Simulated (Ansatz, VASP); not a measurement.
# TiSi2 in VASP and in Ansatz

```
Ti Si
1.0
     0.00000    4.13518    4.27960
     2.40387    0.00000    4.27960
     2.40387    4.13518    0.00000
Ti Si
2 4
Direct
  0.75000 0.75000 0.75000
  0.50000 0.50000 0.50000
  0.08682 0.41318 0.08682
  0.41318 0.08682 0.41318
  0.16318 0.83682 0.16318
  0.83682 0.16318 0.83682
```

Alike in both runs: functional PBE; k mesh 10 × 10 × 10; occupations gaussian, width 0.1 eV; no spin polarisation.

Ansatz relaxed the structure, and its values are those at the end. VASP's run is a single point on that final structure, the one shown.

```csv
,VASP,Ansatz
version,VASP 6.6.1,Ansatz 0.2.0
potentials or method,"VASP PAW PBE potentials, release 64 (Ti_sv, Si), cutoff 520 eV","scalar-relativistic, plane waves, PAW"
valence electrons in the cell,40,40
```

|  | VASP | Ansatz | Ansatz less VASP |
| --- | --- | --- | --- |
| gap on the k mesh at the Fermi level (eV) | none | none | - |
| pressure (GPa) | 0.0 | 0.0 | +0.04 |

A gap of «none» marks a metal or a gap that the smearing closes. With one functional, cell and mesh, what is left measures potentials, basis and numerics.
